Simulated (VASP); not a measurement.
# Au (I4/mmm) in VASP: a series of runs

The runs below take Au through single point, with PBEsol.

All numbers are computed with VASP 6.6.1; they aren't measurements. Logs are shortened: lines on timing, memory, paths and dates and some standing lists are left out, and cuts for length are marked.

## (1) The cell of the first run

It takes space group I4/mmm (No. 139, tetragonal). The conventional cell has a = 3.279 Å, b = 3.279 Å, c = 3.177 Å, α = 90.00°, β = 90.00°, γ = 90.00°. Au (site symmetry 4/mmm) has 14 Au at 2.81 to 3.28 Å within 3.7 Å.

## (2) Single point, PBEsol (uniaxial strain along c: -2.0 %, then relaxed in part)

The input, INCAR:

```
SYSTEM = Au
  PREC = Accurate
  ENCUT = 520
  EDIFF = 1E-6
  ISMEAR = 0
  SIGMA = 0.1
  LREAL = .FALSE.
  LASPH = .TRUE.
  NELM = 60
  ALGO = Fast
  ISIF = 2
  LWAVE = .FALSE.
  LCHARG = .FALSE.
  GGA = PS
  NBANDS = 18
```

The input, KPOINTS:

```
regular mesh
0
G
  16 16 16
  0 0 0
```

The input, POSCAR:

```
Au
1.0
    3.2787529326      0.0000000000      0.0000000000
    0.0000000000      3.2787529326      0.0000000000
    0.0000000000      0.0000000000      3.1773038521
Au
2
Direct
    0.0000000000      0.0000000000      0.0000000000
    0.5000000000      0.5000000000      0.5000000000
```

Potentials or basis: VASP PAW PBE potentials, release 64 (Au).

Run with:

```console
$ cat potpaw_PBE.64/Au/POTCAR > POTCAR
$ mpirun -np 1 vasp_std > vasp.out
```

OUTCAR:

```text
SYSTEM = Au
   PREC = Accurate
   ENCUT = 520
   EDIFF = 1E-6
   ISMEAR = 0
   LREAL = .FALSE.
   LASPH = .TRUE.
   NELM = 60
   ISIF = 2
   GGA = PS

 ion  position               nearest neighbor table
   1  0.000  0.000  0.000-   2 2.81   2 2.81   2 2.81   2 2.81   2 2.81   2 2.81   2 2.81   2 2.81

   2  0.500  0.500  0.500-   1 2.81   1 2.81   1 2.81   1 2.81   1 2.81   1 2.81   1 2.81   1 2.81

  LATTYP: Found a simple tetragonal cell.
 ALAT       =     3.2787529326
 C/A-ratio  =     0.9690586383

  Lattice vectors:

 A1 = (   3.2787529326,   0.0000000000,   0.0000000000)
 A2 = (   0.0000000000,   3.2787529326,   0.0000000000)
 A3 = (   0.0000000000,   0.0000000000,   3.1773038521)

Analysis of symmetry for initial positions (statically):
=====================================================================
 Subroutine PRICEL returns following result:

  LATTYP: Found a body centered tetragonal cell.
 ALAT       =     3.2787529326
 C/A-ratio  =     0.9690586383

  Lattice vectors:

 A1 = (  -1.6393764663,  -1.6393764663,  -1.5886519261)
 A2 = (   1.6393764663,   1.6393764663,  -1.5886519260)
 A3 = (   1.6393764663,  -1.6393764663,   1.5886519261)

   2 primitive cells build up your supercell.

 Routine SETGRP: Setting up the symmetry group for a
 simple tetragonal supercell.

 Subroutine GETGRP returns: Found 16 space group operations
 (whereof 16 operations were pure point group operations)
 out of a pool of 16 trial point group operations.

The static configuration has the point symmetry D_4h.

Analysis of symmetry for dynamics (positions and initial velocities):
=====================================================================
 Subroutine PRICEL returns following result:

  LATTYP: Found a body centered tetragonal cell.
 ALAT       =     3.2787529326
 C/A-ratio  =     0.9690586383

  Lattice vectors:

 A1 = (  -1.6393764663,  -1.6393764663,  -1.5886519261)
 A2 = (   1.6393764663,   1.6393764663,  -1.5886519260)
 A3 = (   1.6393764663,  -1.6393764663,   1.5886519261)

   2 primitive cells build up your supercell.

 Routine SETGRP: Setting up the symmetry group for a
 simple tetragonal supercell.

 Subroutine GETGRP returns: Found 16 space group operations
 (whereof 16 operations were pure point group operations)
 out of a pool of 16 trial point group operations.

The dynamic configuration has the point symmetry D_4h.

 Subroutine INISYM returns: Found 16 space group operations
 (whereof 16 operations are pure point group operations),
 and found     2 'primitive' translations

----------------------------------------------------------------------------------------

                                     Primitive cell

  volume of cell :      17.0784

  direct lattice vectors                    reciprocal lattice vectors
    -1.639376466 -1.639376466 -1.588651926     0.000000000 -0.304994009 -0.314732253
     1.639376466  1.639376466 -1.588651926     0.304994009  0.000000000 -0.314732253
     1.639376466 -1.639376466  1.588651926     0.304994009 -0.304994009  0.000000000

  length of vectors
     2.810502684  2.810502684  2.810502684     0.438266741  0.438266741  0.431326663

  position of ions in fractional coordinates (direct lattice)
     0.000000000  0.000000000  0.000000000

  ion indices of the primitive-cell ions
   primitive index   ion index
                 1           1

----------------------------------------------------------------------------------------

 KPOINTS: regular mesh

Automatic generation of k-mesh.
 Grid dimensions read from file:
 generate k-points for:   16   16   16

 Generating k-lattice:

  Cartesian coordinates                     Fractional coordinates (reciprocal lattice)
     0.019062126  0.000000000  0.000000000     0.062500000  0.000000000  0.000000000
     0.000000000  0.019062126  0.000000000     0.000000000  0.062500000  0.000000000
     0.000000000  0.000000000  0.019670766     0.000000000  0.000000000  0.062500000

  Length of vectors
     0.019062126  0.019062126  0.019670766

  Shift w.r.t. Gamma in fractional coordinates (k-lattice)
     0.000000000  0.000000000  0.000000000

 Subroutine IBZKPT returns following result:
 ===========================================

 Found    405 irreducible k-points:

 Following reciprocal coordinates:
            Coordinates               Weight
  0.000000  0.000000  0.000000      1.000000
  0.062500  0.000000  0.000000      4.000000
  0.125000  0.000000  0.000000      4.000000
  0.187500  0.000000  0.000000      4.000000
  0.250000  0.000000  0.000000      4.000000
  0.312500  0.000000  0.000000      4.000000
[... 16 lines left out ...]
  0.437500  0.125000  0.000000      8.000000
  0.500000  0.125000  0.000000      4.000000
 [... further k-points ...]
   k-points           NKPTS =    405   k-points in BZ     NKDIM =    405   number of bands    NBANDS=     18
   number of dos      NEDOS =    301   number of ions     NIONS =      2
   total plane-waves  NPLWV =  13824
   dimension x,y,z NGX =    24 NGY =   24 NGZ =   24
   dimension x,y,z NGXF=    48 NGYF=   48 NGZF=   48
   ions per type =               2
   NGX,Y,Z   is equivalent  to a cutoff of  12.17, 12.17, 12.56 a.u.
   NGXF,Y,Z  is equivalent  to a cutoff of  24.34, 24.34, 25.12 a.u.
 SYSTEM =  Au
   PREC   = accura    normal or accurate (medium, high low for compatibility)
   ISTART =      0    job   : 0-new  1-cont  2-samecut
   ICHARG =      2    charge: 1-file 2-atom 10-const
   ISPIN  =      1    spin polarized calculation?
   LNONCOLLINEAR =      F non collinear calculations
   LSORBIT =      F    spin-orbit coupling
   LASPH  =      T    aspherical Exc in radial PAW
   ENCUT  =  520.0 eV  38.22 Ry    6.18 a.u.   6.10  6.10  5.91*2*pi/ulx,y,z
   NELM   =     60;   NELMIN=  2; NELMDL= -5     # of ELM steps
   EDIFF  = 0.1E-05   stopping-criterion for ELM
   LREAL  =      F    real-space projection
   EDIFFG = 0.1E-04   stopping-criterion for IOM
   NSW    =      0    number of steps for IOM
   IBRION =     -1    ionic relax: 0-MD 1-quasi-New 2-CG
   NFREE  =      0    steps in history (QN), initial steepest desc. (CG)
   ISIF   =      2    stress and relaxation
   ISYM   =      2    0-nonsym 1-usesym 2-fastsym
   POTIM  = 0.5000    time-step for ionic-motion
   TEBEG  =    0.0;   TEEND  =   0.0 temperature during run
   PSTRESS=    0.0 pullay stress
   NELECT =      22.0000    total number of electrons
   NUPDOWN=      -1.0000    fix difference up-down
   EMIN   =  10.00;   EMAX   =-10.00  energy-range for DOS
   EFERMI =   0.00;   METHOD = LEGACY
   ISMEAR =     0;   SIGMA  =   0.10  broadening in eV -4-tet -1-fermi 0-gaus
   EFERMI_NEDOS =   21; number of points for ismear=-14 and -15
   IALGO  =     68    algorithm
   IMIX   =      4    mixing-type and parameters
     AMIX     =   0.40;   BMIX     =  1.00
     AMIX_MAG =   1.60;   BMIX_MAG =  1.00
  volume/ion in A,a.u.               =      17.08       115.25
  Fermi-wavevector in a.u.,A,eV,Ry     =   1.413808  2.671709 27.196036  1.998852
  Thomas-Fermi vector in A             =   2.535415
   LORBIT       =      0    0 simple, 1 ext, 2 COOP (PROOUT), +10 PAW based schemes
   GGA     = PS    functional components
   LHFCALC =     F    Hartree Fock is set to
   AEXX    =    0.0000 exact exchange contribution
   IVDW    =     0    specifies the selected vdW correction
   LEPSILON=     F    determine dielectric tensor
   LRPA    =     F    only Hartree local field effects (RPA)
 non-spin polarized calculation
 RMM-DIIS sequential band-by-band and
 Gauss-broadening in eV      SIGMA  =   0.10
  energy-cutoff  :      520.00
  volume of cell :       34.16
 maximum number of plane-waves:       944
   NGX = 13   NGY = 13   NGZ = 11

 number of electron      21.9999997 magnetization

 Free energy of the ion-electron system (eV)
  ---------------------------------------------------
  ext. energy  EPLUGINS =         0.00000000
  ---------------------------------------------------
  free energy    TOTEN  =        -7.80737385 eV

  energy without entropy =       -7.80527408  energy(sigma->0) =       -7.80632397

 E-fermi :   9.2040     XC(G=0): -12.8738

 val. band max:        9.1970771803   @ k =   0.5000   0.0625   0.5000
 cond. band min:       9.2080238658   @ k =   0.4375   0.0000   0.4375
 fundamental gap:      0.0109466855
 Fermi energy:         9.2039837341

 k-point     1 :       0.0000    0.0000    0.0000
  band No.  band energies     occupation
      1      -0.6444      2.00000
      2       2.4239      2.00000
      3       2.4316      2.00000
      4       4.2617      2.00000
      5       4.4732      2.00000
      6       4.4732      2.00000
[... 10 lines left out ...]
     17      25.5518      0.00000
     18      25.5519      0.00000

 k-point     2 :       0.0625    0.0000    0.0000
  band No.  band energies     occupation
      1      -0.5735      2.00000
      2       2.4599      2.00000
      3       2.4682      2.00000
      4       4.2665      2.00000
      5       4.4773      2.00000
      6       4.4980      2.00000
[... 10 lines left out ...]
     17      25.5064      0.00000
     18      25.6338      0.00000

 k-point     3 :       0.1250    0.0000    0.0000
  band No.  band energies     occupation
      1      -0.3630      2.00000
      2       2.5517      2.00000
      3       2.5876      2.00000
      4       4.2826      2.00000
      5       4.4909      2.00000
      6       4.5716      2.00000
[... 10 lines left out ...]
     17      25.3845      0.00000
     18      25.8236      0.00000

 k-point     4 :       0.1875    0.0000    0.0000
  band No.  band energies     occupation
      1      -0.0196      2.00000
      2       2.7007      2.00000
      3       2.7688      2.00000
      4       4.3150      2.00000
      5       4.5192      2.00000
      6       4.6922      2.00000
[... 10 lines left out ...]
     17      25.3262      0.00000
     18      26.1584      0.00000

 k-point     5 :       0.2500    0.0000    0.0000
  band No.  band energies     occupation
      1       0.4444      2.00000
      2       2.9030      2.00000
      3       2.9805      2.00000
      4       4.3711      2.00000
      5       4.5695      2.00000
      6       4.8570      2.00000
[... 10 lines left out ...]
     17      25.2593      0.00000
     18      26.3123      0.00000

 k-point     6 :       0.3125    0.0000    0.0000
  band No.  band energies     occupation
      1       1.0077      2.00000
      2       3.1327      2.00000
      3       3.1922      2.00000
      4       4.4594      2.00000
      5       4.6501      2.00000
      6       5.0617      2.00000
[... 10 lines left out ...]
     17      25.1664      0.00000
     18      25.1973      0.00000

 k-point     7 :       0.3750    0.0000    0.0000
  band No.  band energies     occupation
      1       1.6346      2.00000
      2       3.2404      2.00000
      3       3.4724      2.00000
      4       4.5882      2.00000
      5       4.7693      2.00000
      6       4.9152      2.00000
[... 10 lines left out ...]
     17      24.9859      0.00000
     18      25.0940      0.00000

 k-point     8 :       0.4375    0.0000    0.0000
  band No.  band energies     occupation
      1       2.2649      2.00000
      2       3.1437      2.00000
      3       3.8054      2.00000
      4       4.5410      2.00000
      5       4.7648      2.00000
      6       4.9340      2.00000
[... 10 lines left out ...]
     17      23.9843      0.00000
     18      24.8395      0.00000
[... 229 lines left out ...]
     17      25.5064      0.00000
     18      25.5785      0.00000

 k-point    20 :       0.2500    0.1250    0.0000
  band No.  band energies     occupation
      1       0.6629      2.00000
      2       2.9426      2.00000
      3       3.1712      2.00000
      4       4.2308      2.00000
      5       4.3598      2.00000
      6       5.3053      2.00000
[... 10 lines left out ...]
     17      25.1940      0.00000
     18      25.5745      0.00000

 k-point    21 :       0.3125    0.1250    0.0000
  band No.  band energies     occupation
      1       1.1775      2.00000
      2       3.0894      2.00000
      3       3.4142      2.00000
      4       4.2533      2.00000
      5       4.4251      2.00000
      6       5.4865      2.00000
[... 10 lines left out ...]
     17      24.7965      0.00000
     18      25.6016      0.00000

 k-point    22 :       0.3750    0.1250    0.0000
  band No.  band energies     occupation
      1       1.7330      2.00000
      2       3.1510      2.00000
      3       3.6591      2.00000
      4       4.3243      2.00000
      5       4.4709      2.00000
      6       5.1515      2.00000
[... 10 lines left out ...]
     17      24.4181      0.00000
     18      25.6952      0.00000

 k-point    23 :       0.4375    0.1250    0.0000
  band No.  band energies     occupation
      1       2.2723      2.00000
      2       3.0360      2.00000
      3       3.9196      2.00000
      4       4.3968      2.00000
      5       4.4481      2.00000
      6       4.8629      2.00000
[... 10 lines left out ...]
     17      24.0622      0.00000
     18      24.8501      0.00000

 k-point    24 :       0.5000    0.1250    0.0000
  band No.  band energies     occupation
      1       2.7280      2.00000
      2       2.7280      2.00000
      3       4.1839      2.00000
      4       4.1839      2.00000
      5       4.6276      2.00000
      6       4.6276      2.00000
[... 10 lines left out ...]
     17      23.7199      0.00000
     18      23.7199      0.00000

 [... further k-points ...]

------------------------ aborting loop because EDIFF is reached ----------------------------------------

  FORCE on cell =-STRESS in cart. coord.  units (eV):
  Direction    XX          YY          ZZ          XY          YZ          ZX
  --------------------------------------------------------------------------------------
  -------------------------------------------------------------------------------------
  Total       -0.0471125     -0.0471125     -0.1464074      0.0000000      0.0000000      0.0000000
  in kB       -2.2098892     -2.2098892     -6.8674823      0.0000000      0.0000000      0.0000000
  external PRESSURE =      -3.7624202 kB  Pullay stress =       0.0000000 kB

 VOLUME and BASIS-vectors are now :
 -----------------------------------------------------------------------------
  energy-cutoff  :      520.00
  volume of cell :       34.16
      direct lattice vectors                 reciprocal lattice vectors
     3.278752933  0.000000000  0.000000000     0.304994009  0.000000000  0.000000000
     0.000000000  3.278752933  0.000000000     0.000000000  0.304994009  0.000000000
     0.000000000  0.000000000  3.177303852     0.000000000  0.000000000  0.314732253

 POSITION                                       TOTAL-FORCE (eV/Angst)
 -----------------------------------------------------------------------------------
      0.00000      0.00000      0.00000        -0.000000     -0.000000      0.000000
      1.63938      1.63938      1.58865         0.000000      0.000000     -0.000000
 -----------------------------------------------------------------------------------
    total drift:                                0.000000      0.000000     -0.000000

  FREE ENERGIE OF THE ION-ELECTRON SYSTEM (eV)
  ---------------------------------------------------
  free  energy   TOTEN  =        -7.8073738505 eV

  energy  without entropy=       -7.8052740849  energy(sigma->0) =       -7.80632397
```

Run time: 2.4 min. Hardware: 1 thread of Intel Xeon 8259CL, shared host; peak memory 0.3 GiB.

What came out:

```
Free energy            : -7.8074 eV
Pressure               : -0.4 GPa
Band gap on the k mesh : zero (bands 11 and 12 overlap by 5.17 eV)
```

Caveat: the cell differs from its parent crystal (uniaxial strain along c: -2.0 %, then relaxed in part); the PAW data sets were made with another functional, which shifts forces and pressure a little; spin-orbit coupling is left out, which moves the levels of the heavy elements.

## (3) Single point, PBEsol (uniaxial strain along c: -4.0 %, then relaxed in part)

The input, INCAR:

```
SYSTEM = Au
  PREC = Accurate
  ENCUT = 520
  EDIFF = 1E-7
  ISMEAR = 0
  SIGMA = 0.1
  LREAL = .FALSE.
  LASPH = .TRUE.
  NELM = 80
  ALGO = Fast
  ISIF = 2
  LWAVE = .FALSE.
  LCHARG = .TRUE.
  GGA = PS
  LELF = .TRUE.
  LVHAR = .TRUE.
  NBANDS = 18
```

KPOINTS is that of step 2.

The input, POSCAR:

```
Au
1.0
    3.3130609268      0.0000000000      0.0000000000
    0.0000000000      3.3130609268      0.0000000000
    0.0000000000      0.0000000000      3.1124609163
Au
2
Direct
    0.0000000000      0.0000000000      0.0000000000
    0.5000000000      0.5000000000      0.5000000000
```

Potentials or basis: VASP PAW PBE potentials, release 64 (Au).

Run with:

```console
$ cat potpaw_PBE.64/Au/POTCAR > POTCAR
$ mpirun -np 1 vasp_std > vasp.out
```

It took 5.4 min on 1 thread of Intel Xeon 8259CL, shared host; peak memory 0.31 GiB.

The run converged. Its results:

```
Free energy            : -7.8100 eV
Pressure               : -0.5 GPa
Band gap on the k mesh : zero (bands 11 and 12 overlap by 5.38 eV)
```

Stress tensor (GPa, compression positive):
```
-0.29  0.00  0.00
 0.00 -0.29  0.00
 0.00  0.00 -0.85
```

Levels at points of the mesh, in eV from the Fermi level:
| k point | band 9 | band 10 | band 11 | band 12 | band 13 | band 14 |
| --- | --- | --- | --- | --- | --- | --- |
| (0.00, 0.00, 0.00) | -1.78 | -1.78 | -1.64 | 5.66 | 5.66 | 7.51 |
| (0.50, 0.00, 0.00) | -3.35 | -3.35 | -2.19 | -2.19 | 12.75 | 12.75 |
| (0.50, 0.50, 0.00) | -1.41 | -1.41 | -0.92 | -0.92 | 3.21 | 3.21 |
| (0.00, 0.00, 0.50) | -3.52 | -3.52 | -1.40 | -1.40 | 12.10 | 12.10 |
| (0.50, 0.00, 0.50) | -1.35 | -1.35 | -0.55 | -0.55 | 3.74 | 3.74 |
| (0.50, 0.50, 0.50) | -2.53 | -2.53 | 2.92 | 2.92 | 6.80 | 6.80 |

Caveat: the cell differs from its parent crystal (uniaxial strain along c: -4.0 %, then relaxed in part); the PAW data sets were made with another functional, which shifts forces and pressure a little; spin-orbit coupling is left out, which moves the levels of the heavy elements.
